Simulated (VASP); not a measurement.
# RbBr (I4mm) in VASP: single point with PBEsol

Aim: the single point of RbBr with PBEsol.

All numbers are computed with VASP 6.6.1; they aren't measurements. Logs are shortened: lines on timing, memory, paths and dates and some standing lists are left out, and cuts for length are marked.

### Step 1. The cell of the first run

The structure is tetragonal, space group I4mm (No. 107). Conventional cell: a = 4.847 Å, b = 4.847 Å, c = 6.855 Å, α = 90.00°, β = 90.00°, γ = 90.00°. Within 4.3 Å of Rb (site symmetry 4mm) lie 6 Br at 3.28 to 3.58 Å. Within 4.3 Å of Br (site symmetry 4mm) lie 6 Rb at 3.28 to 3.58 Å.

### Step 2. Single point, PBEsol (one atom moved)

File INCAR:

```
PREC = Accurate
ENCUT = 520
EDIFF = 1E-7
ISMEAR = 0
SIGMA = 0.02
LREAL = F
LASPH = T
NELM = 100
ALGO = Normal
ISIF = 2
LWAVE = F
LCHARG = T
GGA = PS
LELF = T
LVHAR = T
NBANDS = 15
```

File KPOINTS:

```
regular mesh
0
Gamma
  6 6 6
```

File POSCAR:

```
RbBr
1.0
    0.0000000000      3.4275000000      3.4275000000
    3.4275000000      0.0000000000      3.4275000000
    3.4275000000      3.4275000000      0.0000000000
Rb Br
1 1
Direct
    0.0000000000      0.0000000000      0.0000000000
    0.5218818381      0.4781181619      0.5218818381
```

Potentials or basis: VASP PAW PBE potentials, release 64 (Rb_sv, Br).

The run is started by

```console
> cat potpaw_PBE.64/Rb_sv/POTCAR potpaw_PBE.64/Br/POTCAR > POTCAR
> mpirun -np 1 vasp_std > vasp.out
```

OUTCAR:

```text
PREC = Accurate
   ENCUT = 520
   EDIFF = 1E-7
   ISMEAR = 0
   LREAL = F
   LASPH = T
   NELM = 100
   ISIF = 2
   GGA = PS

 ion  position               nearest neighbor table
   1  0.000  0.000  0.000-   2 3.28   2 3.43   2 3.43   2 3.43   2 3.43   2 3.58
   2  0.522  0.478  0.522-   1 3.28   1 3.43   1 3.43   1 3.43   1 3.43   1 3.58

  LATTYP: Found a face centered cubic cell.
 ALAT       =     6.8550000000

  Lattice vectors:

 A1 = (   0.0000000000,   3.4275000000,   3.4275000000)
 A2 = (   3.4275000000,   0.0000000000,   3.4275000000)
 A3 = (   3.4275000000,   3.4275000000,   0.0000000000)

Analysis of symmetry for initial positions (statically):
=====================================================================
 Subroutine PRICEL returns:
 Original cell was already a primitive cell.

 Routine SETGRP: Setting up the symmetry group for a
 face centered cubic supercell.

 Subroutine GETGRP returns: Found  8 space group operations
 (whereof  8 operations were pure point group operations)
 out of a pool of 48 trial point group operations.

The static configuration has the point symmetry C_4v.

Analysis of symmetry for dynamics (positions and initial velocities):
=====================================================================
 Subroutine PRICEL returns:
 Original cell was already a primitive cell.

 Routine SETGRP: Setting up the symmetry group for a
 face centered cubic supercell.

 Subroutine GETGRP returns: Found  8 space group operations
 (whereof  8 operations were pure point group operations)
 out of a pool of 48 trial point group operations.

The dynamic configuration has the point symmetry C_4v.

 Subroutine INISYM returns: Found  8 space group operations
 (whereof  8 operations are pure point group operations),
 and found     1 'primitive' translations

----------------------------------------------------------------------------------------

                                     Primitive cell

  volume of cell :      80.5309

  direct lattice vectors                    reciprocal lattice vectors
     0.000000000  3.427500000  3.427500000    -0.145878920  0.145878920  0.145878920
     3.427500000  0.000000000  3.427500000     0.145878920 -0.145878920  0.145878920
     3.427500000  3.427500000  0.000000000     0.145878920  0.145878920 -0.145878920

  length of vectors
     4.847216985  4.847216985  4.847216985     0.252669702  0.252669702  0.252669702

  position of ions in fractional coordinates (direct lattice)
     0.000000000  0.000000000  0.000000000
     0.521881838  0.478118162  0.521881838

  ion indices of the primitive-cell ions
   primitive index   ion index
                 1           1
                 2           2

----------------------------------------------------------------------------------------

 KPOINTS: regular mesh

Automatic generation of k-mesh.
 Grid dimensions read from file:
 generate k-points for:    6    6    6

 Generating k-lattice:

  Cartesian coordinates                     Fractional coordinates (reciprocal lattice)
    -0.024313153  0.024313153  0.024313153     0.166666667  0.000000000  0.000000000
     0.024313153 -0.024313153  0.024313153     0.000000000  0.166666667  0.000000000
     0.024313153  0.024313153 -0.024313153     0.000000000  0.000000000  0.166666667

  Length of vectors
     0.042111617  0.042111617  0.042111617

  Shift w.r.t. Gamma in fractional coordinates (k-lattice)
     0.000000000  0.000000000  0.000000000

 Subroutine IBZKPT returns following result:
 ===========================================

 Found     30 irreducible k-points:

 Following reciprocal coordinates:
            Coordinates               Weight
  0.000000  0.000000  0.000000      1.000000
  0.166667  0.000000  0.000000      8.000000
  0.333333  0.000000  0.000000      8.000000
  0.500000  0.000000  0.000000      4.000000
  0.166667  0.166667  0.000000      4.000000
  0.166667  0.000000  0.166667      2.000000
[... 16 lines left out ...]
  0.500000  0.333333  0.166667      8.000000
  0.166667  0.500000  0.333333      8.000000
 [... further k-points ...]
   k-points           NKPTS =     30   k-points in BZ     NKDIM =     30   number of bands    NBANDS=     15
   number of dos      NEDOS =    301   number of ions     NIONS =      2
   total plane-waves  NPLWV =  46656
   dimension x,y,z NGX =    36 NGY =   36 NGZ =   36
   dimension x,y,z NGXF=    72 NGYF=   72 NGZF=   72
   ions per type =               1   1
   NGX,Y,Z   is equivalent  to a cutoff of  12.35, 12.35, 12.35 a.u.
   NGXF,Y,Z  is equivalent  to a cutoff of  24.69, 24.69, 24.69 a.u.
 SYSTEM =  unknown system
   PREC   = accura    normal or accurate (medium, high low for compatibility)
   ISTART =      0    job   : 0-new  1-cont  2-samecut
   ICHARG =      2    charge: 1-file 2-atom 10-const
   ISPIN  =      1    spin polarized calculation?
   LNONCOLLINEAR =      F non collinear calculations
   LSORBIT =      F    spin-orbit coupling
   LASPH  =      T    aspherical Exc in radial PAW
   ENCUT  =  520.0 eV  38.22 Ry    6.18 a.u.   9.01  9.01  9.01*2*pi/ulx,y,z
   NELM   =    100;   NELMIN=  2; NELMDL= -5     # of ELM steps
   EDIFF  = 0.1E-06   stopping-criterion for ELM
   LREAL  =      F    real-space projection
   EDIFFG = 0.1E-05   stopping-criterion for IOM
   NSW    =      0    number of steps for IOM
   IBRION =     -1    ionic relax: 0-MD 1-quasi-New 2-CG
   NFREE  =      0    steps in history (QN), initial steepest desc. (CG)
   ISIF   =      2    stress and relaxation
   ISYM   =      2    0-nonsym 1-usesym 2-fastsym
   POTIM  = 0.5000    time-step for ionic-motion
   TEBEG  =    0.0;   TEEND  =   0.0 temperature during run
   PSTRESS=    0.0 pullay stress
   NELECT =      16.0000    total number of electrons
   NUPDOWN=      -1.0000    fix difference up-down
   EMIN   =  10.00;   EMAX   =-10.00  energy-range for DOS
   EFERMI =   0.00;   METHOD = LEGACY
   ISMEAR =     0;   SIGMA  =   0.02  broadening in eV -4-tet -1-fermi 0-gaus
   EFERMI_NEDOS =   21; number of points for ismear=-14 and -15
   IALGO  =     38    algorithm
   IMIX   =      4    mixing-type and parameters
     AMIX     =   0.40;   BMIX     =  1.00
     AMIX_MAG =   1.60;   BMIX_MAG =  1.00
  volume/ion in A,a.u.               =      40.27       271.72
  Fermi-wavevector in a.u.,A,eV,Ry     =   0.955273  1.805204 12.415941  0.912546
  Thomas-Fermi vector in A             =   2.084095
   LORBIT       =      0    0 simple, 1 ext, 2 COOP (PROOUT), +10 PAW based schemes
   GGA     = PS    functional components
   LHFCALC =     F    Hartree Fock is set to
   AEXX    =    0.0000 exact exchange contribution
   IVDW    =     0    specifies the selected vdW correction
   LEPSILON=     F    determine dielectric tensor
   LRPA    =     F    only Hartree local field effects (RPA)
 non-spin polarized calculation
 Gauss-broadening in eV      SIGMA  =   0.02
  energy-cutoff  :      520.00
  volume of cell :       80.53
 maximum number of plane-waves:      2200
   NGX = 17   NGY = 17   NGZ = 17

 number of electron      15.9999999 magnetization

 Free energy of the ion-electron system (eV)
  ---------------------------------------------------
  ext. energy  EPLUGINS =         0.00000000
  ---------------------------------------------------
  free energy    TOTEN  =        -6.34261380 eV

  energy without entropy =       -6.34261380  energy(sigma->0) =       -6.34261380

 E-fermi :  -1.6934     XC(G=0):  -7.4001

 val. band max:       -1.8528423560   @ k =   0.0000   0.0000   0.0000
 cond. band min:       2.3641135562   @ k =   0.0000   0.0000   0.0000
 fundamental gap:      4.2169559122
 Fermi energy:        -1.6933615294

 k-point     1 :       0.0000    0.0000    0.0000
  band No.  band energies     occupation
      1     -26.1981      2.00000
      2     -14.0443      2.00000
      3     -10.2890      2.00000
      4     -10.2856      2.00000
      5     -10.2856      2.00000
      6      -1.8564      2.00000
      7      -1.8564      2.00000
      8      -1.8528      2.00000
      9       2.3641      0.00000
     10       5.3652      0.00000
     11       5.3750      0.00000
     12       5.3750      0.00000
     13       6.2511      0.00000
     14       6.2900      0.00000
     15       8.9286      0.00000

 k-point     2 :       0.1667    0.0000    0.0000
  band No.  band energies     occupation
      1     -26.1957      2.00000
      2     -14.0551      2.00000
      3     -10.2946      2.00000
      4     -10.2878      2.00000
      5     -10.2707      2.00000
      6      -2.1688      2.00000
      7      -1.9509      2.00000
      8      -1.9461      2.00000
      9       3.0113      0.00000
     10       5.2066      0.00000
     11       5.6866      0.00000
     12       5.6879      0.00000
     13       6.6756      0.00000
     14       6.7185      0.00000
     15       9.9412      0.00000

 k-point     3 :       0.3333    0.0000    0.0000
  band No.  band energies     occupation
      1     -26.1908      2.00000
      2     -14.0765      2.00000
      3     -10.2979      2.00000
      4     -10.2921      2.00000
      5     -10.2492      2.00000
      6      -2.6574      2.00000
      7      -2.1276      2.00000
      8      -2.1225      2.00000
      9       4.2574      0.00000
     10       5.3434      0.00000
     11       6.5780      0.00000
     12       6.5791      0.00000
     13       7.7097      0.00000
     14       7.7585      0.00000
     15       9.6468      0.00000

 k-point     4 :       0.5000    0.0000    0.0000
  band No.  band energies     occupation
      1     -26.1883      2.00000
      2     -14.0871      2.00000
      3     -10.2991      2.00000
      4     -10.2942      2.00000
      5     -10.2390      2.00000
      6      -2.8616      2.00000
      7      -2.2107      2.00000
      8      -2.2056      2.00000
      9       4.8094      0.00000
     10       5.7582      0.00000
     11       7.5063      0.00000
     12       7.5590      0.00000
     13       8.1959      0.00000
     14       8.3049      0.00000
     15       8.9724      0.00000
[... 307 lines left out ...]
 k-point    22 :       0.5000    0.0000    0.5000
  band No.  band energies     occupation
      1     -26.1855      2.00000
      2     -13.9953      2.00000
      3     -10.4710      2.00000
      4     -10.3609      2.00000
      5     -10.3609      2.00000
      6      -2.3241      2.00000
      7      -2.0103      2.00000
      8      -2.0103      2.00000
      9       3.6527      0.00000
     10       5.1764      0.00000
     11       6.8375      0.00000
     12       7.3172      0.00000
     13       7.9189      0.00000
     14       8.9558      0.00000
     15       8.9558      0.00000

 k-point    23 :       0.5000    0.3333    0.1667
  band No.  band energies     occupation
      1     -26.1878      2.00000
      2     -14.0435      2.00000
      3     -10.3671      2.00000
      4     -10.3470      2.00000
      5     -10.2795      2.00000
      6      -2.5485      2.00000
      7      -2.1677      2.00000
      8      -2.0902      2.00000
      9       4.6179      0.00000
     10       4.9004      0.00000
     11       6.8814      0.00000
     12       7.5290      0.00000
     13       7.5492      0.00000
     14       8.1450      0.00000
     15       8.9823      0.00000

 k-point    24 :       0.1667    0.5000    0.3333
  band No.  band energies     occupation
      1     -26.1878      2.00000
      2     -14.0435      2.00000
      3     -10.3795      2.00000
      4     -10.3384      2.00000
      5     -10.2765      2.00000
      6      -2.5489      2.00000
      7      -2.1767      2.00000
      8      -2.0714      2.00000
      9       4.5786      0.00000
     10       4.9043      0.00000
     11       6.8333      0.00000
     12       7.6018      0.00000
     13       7.6586      0.00000
     14       8.0090      0.00000
     15       9.0366      0.00000

 [... further k-points ...]
[... 5 lines left out ...]
  --------------------------------------------------------------------------------------
  -------------------------------------------------------------------------------------
  Total       -0.0263080      0.1795059     -0.0263080      0.0000000      0.0000000      0.0000000
  in kB       -0.5234035      3.5713055     -0.5234035      0.0000000      0.0000000      0.0000000
  external PRESSURE =       0.8414995 kB  Pullay stress =       0.0000000 kB

 VOLUME and BASIS-vectors are now :
 -----------------------------------------------------------------------------
  energy-cutoff  :      520.00
  volume of cell :       80.53
      direct lattice vectors                 reciprocal lattice vectors
     0.000000000  3.427500000  3.427500000    -0.145878920  0.145878920  0.145878920
     3.427500000  0.000000000  3.427500000     0.145878920 -0.145878920  0.145878920
     3.427500000  3.427500000  0.000000000     0.145878920  0.145878920 -0.145878920

 POSITION                                       TOTAL-FORCE (eV/Angst)
 -----------------------------------------------------------------------------------
      0.00000      0.00000      0.00000         0.000000      0.176215      0.000000
      3.42750      3.57750      3.42750         0.000000     -0.176215      0.000000
 -----------------------------------------------------------------------------------
    total drift:                               -0.000000      0.000043     -0.000000

  FREE ENERGIE OF THE ION-ELECTRON SYSTEM (eV)
  ---------------------------------------------------
  free  energy   TOTEN  =        -6.3426137982 eV

  energy  without entropy=       -6.3426137982  energy(sigma->0) =       -6.34261380
```

Run time: 35 s. Hardware: 1 thread of Intel Xeon Platinum 8375C at 2.90GHz (Ice Lake), shared host; peak memory 0.21 GiB.

Results:

* Free energy: -6.3426 eV
* Pressure: 0.1 GPa
* Largest force: 0.176 eV/Å
* Band gap on the k mesh: 4.22 eV, direct

Forces in eV/Å, atoms in the order of the input:
```
Rb   0.000  0.176  0.000
Br   0.000 -0.176  0.000
```

Levels at points of the mesh, in eV from the valence-band top:
| k point | band 6 | band 7 | band 8 | band 9 | band 10 | band 11 |
| --- | --- | --- | --- | --- | --- | --- |
| (0.00, 0.00, 0.00) | 0.00 | 0.00 | 0.00 | 4.22 | 7.22 | 7.23 |
| (0.50, 0.00, 0.00) | -1.01 | -0.36 | -0.35 | 6.66 | 7.61 | 9.36 |
| (0.50, 0.50, 0.00) | -0.48 | -0.17 | -0.15 | 5.53 | 7.01 | 9.06 |
| (0.50, 0.00, 0.50) | -0.47 | -0.16 | -0.16 | 5.51 | 7.03 | 8.69 |

Caveat: the cell differs from its parent crystal (one atom moved); the PAW data sets were made with another functional, which shifts forces and pressure a little.
